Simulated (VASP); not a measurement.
CaSe:

```
Ca Se
1.0
     0.00000    3.30000    3.30000
     3.30000    0.00000    3.30000
     3.30000    3.30000    0.00000
Ca Se
1 1
Direct
  0.00000 0.00000 0.00000
  0.75000 0.75000 0.75000
```

Base run:

| Quantity | Value |
| --- | --- |
| Program | VASP 6.6.1 |
| Functional | PBE |
| Potentials or basis | VASP PAW PBE potentials, release 64 (Ca_sv, Se) |
| Cutoff | 520 eV |
| k mesh | 4 × 4 × 4 |
| Occupations | gaussian, width 0.1 eV |
| Spin | no spin polarisation |

Its results: band gap on the k mesh 3.14 eV, indirect (least direct gap 3.24 eV); pressure -0.1 GPa.

Task: The run is repeated on the same cell with these changes: cutoff from 520 eV to 500 eV; dispersion from none to D3(BJ). What comes out?

Result: Band gap on the k mesh 3.14 eV, indirect (least direct gap 3.24 eV); pressure -1.3 GPa.

A k mesh can miss the band edges.
